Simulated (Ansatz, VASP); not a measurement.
**Rb2CaAlF6: VASP beside Ansatz**

```
Al F Rb Ca
1.0
     0.00000    4.44162    4.44162
     4.44162    0.00000    4.44162
     4.44162    4.44162    0.00000
Al F Rb Ca
1 6 2 1
Direct
  0.00000 0.00000 0.00000
  0.78430 0.21570 0.21570
  0.21570 0.78430 0.21570
  0.21570 0.78430 0.78430
  0.78430 0.21570 0.78430
  0.21570 0.21570 0.78430
  0.78430 0.78430 0.21570
  0.25000 0.25000 0.25000
  0.75000 0.75000 0.75000
  0.50000 0.50000 0.50000
```

Alike in both runs: task single point; functional PBE; k mesh 4 × 4 × 4; occupations fermi-dirac, width 0.0821 eV; no spin polarisation.

|  | VASP | Ansatz |
| --- | --- | --- |
| version | VASP 6.6.1 | Ansatz 0.2.0 |
| potentials or method | VASP PAW PBE potentials, release 64 (Al, F, Rb_sv, Ca_sv), cutoff 520 eV | PAW plane waves |
| valence electrons in the cell | 73 | 73 |

```csv
,VASP,Ansatz,Ansatz less VASP
gap on the k mesh at the Fermi level (eV),none,none,-
pressure (GPa),-2.1,-2.0,+0.08
rms of the force components (eV/Å),0.032,0.040,+0.0084
```

Atom by atom the forces differ by 0.008 eV/Å (rms over components). A gap of «none» marks a metal or a gap that the smearing closes. With one functional, cell and mesh, what is left measures potentials, basis and numerics.
